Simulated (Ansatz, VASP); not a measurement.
# LiH: VASP beside Ansatz

```
Li H
1.0
     2.89527    0.00000    0.00000
    -1.44764    2.50738    0.00000
     0.00000    0.00000   15.51108
Li H
6 6
Direct
  0.00000 0.00000 0.11887
  0.00000 0.00000 0.27780
  0.66667 0.33333 0.44581
  0.33333 0.66667 0.61841
  0.33333 0.66667 0.78324
  0.66667 0.33333 0.94577
  0.00000 0.00000 0.01021
  0.33333 0.66667 0.18843
  0.66667 0.33333 0.33728
  0.66667 0.33333 0.55022
  0.00000 0.00000 0.69107
  0.00000 0.00000 0.85510
```

Alike in both runs: functional PBE; k mesh 6 × 6 × 1; occupations gaussian, width 0.1 eV; no spin polarisation.

Ansatz relaxed the structure, and its values are those at the end. VASP's run is a single point on that final structure, the one shown.

|  | VASP | Ansatz |
| --- | --- | --- |
| version | VASP 6.6.1 | Ansatz 0.2.0 |
| potentials or method | VASP PAW PBE potentials, release 64 (Li_sv, H), cutoff 520 eV | scalar-relativistic, plane waves, PAW |
| valence electrons in the cell | 24 | 24 |

```tsv
	VASP	Ansatz	Ansatz less VASP
gap on the k mesh at the Fermi level (eV)	0.17	0.17	+0.001
least direct gap on the mesh (eV)	0.61	0.61	+0.002
rms of the force components (eV/Å)	0.008	0.009	+0.0008
```

Noted on VASP's run: the cutoff is under 1.25 times that of the potentials, so the pressure is a little rough.
